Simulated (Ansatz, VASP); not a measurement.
Two plane-wave programs on SnO

Contents of INCAR:

```
  ALGO = Normal
  EDIFF = 1E-6
  ENCUT = 600
  GGA = RE
  GGA_COMPAT = False
  ISIF = 2
  ISMEAR = -1
  IVDW = 13
  LASPH = True
  LCHARG = False
  LREAL = False
  LWAVE = False
  NBANDS = 28
  NELM = 120
  PREC = Accurate
  SIGMA = 0.05
```

File KPOINTS:

```
k-points
0
Gamma
  7 7 6
```

Contents of POSCAR:

```
SnO
1.0
    3.8389522158      0.0000000000      0.0000000000
    0.0000000000      3.8389522158      0.0000000000
    0.0000000000      0.0000000000      4.9192779074
Sn O
2 2
Direct
    0.5000000000      0.0000000000      0.7646261400
    0.0000000000      0.5000000000      0.2353738600
    0.0000000000      0.0000000000      0.0000000000
    0.5000000000      0.5000000000      0.0000000000
```

Contents of input.yaml:

```yaml
crystal:
  lattice:
    - [3.8389522158, 0.0, 0.0]
    - [0.0, 3.8389522158, 0.0]
    - [0.0, 0.0, 4.9192779074]
  atoms:
    - { symbol: Sn, position: [0.5, 0.0, 0.76462614] }
    - { symbol: Sn, position: [0.0, 0.5, 0.23537386] }
    - { symbol: O, position: [0.0, 0.0, 0.0] }
    - { symbol: O, position: [0.5, 0.5, 0.0] }
hamiltonian:
  xc: revpbe
  pseudopotentials: { kind: paw }
  dispersion: d4
kpoints:
  mp_grid: { grid: [7, 7, 6] }
scf:
  occupations: { method: fermi_dirac, width: 0.05 }
output:
  forces: true
  stress: true
  eigenvalues: true
```

Alike in both runs: task single point; functional revPBE; dispersion D4; k mesh 7 × 7 × 6; occupations fermi-dirac, width 0.05 eV; no spin polarisation.

|  | VASP | Ansatz |
| --- | --- | --- |
| version | VASP 6.6.1 | Ansatz 0.2.0 |
| potentials or method | VASP PAW PBE potentials, release 64 (Sn_d, O) | Ansatz PAW |
| plane-wave cutoff (eV) | 600 | 420 |
| valence electrons in the cell | 40 | 40 |

Ansatz gave:

| Quantity | Value |
| --- | --- |
| gap on the k mesh at the Fermi level (eV) | 0.44 |
| least direct gap on the mesh (eV) | 2.06 |
| pressure (GPa) | -0.1 |
| traceless stress, the component that is largest in VASP (GPa) | -0.44 |
| rms of the force components (eV/Å) | 0.109 |

Task: Which values does VASP return?

Result: gap on the k mesh at the Fermi level (eV): 0.45; least direct gap on the mesh (eV): 2.03; pressure (GPa): 0.0; traceless stress, the component that is largest in VASP (GPa): -0.42; rms of the force components (eV/Å): 0.141.

VASP's potentials were made for PBE, not for revPBE. Atom by atom the forces differ by 0.033 eV/Å (rms over components).

Noted on Ansatz's run: odd divisions of the mesh miss points on the zone boundary, where band edges often lie, so the gap on the mesh can be too wide.
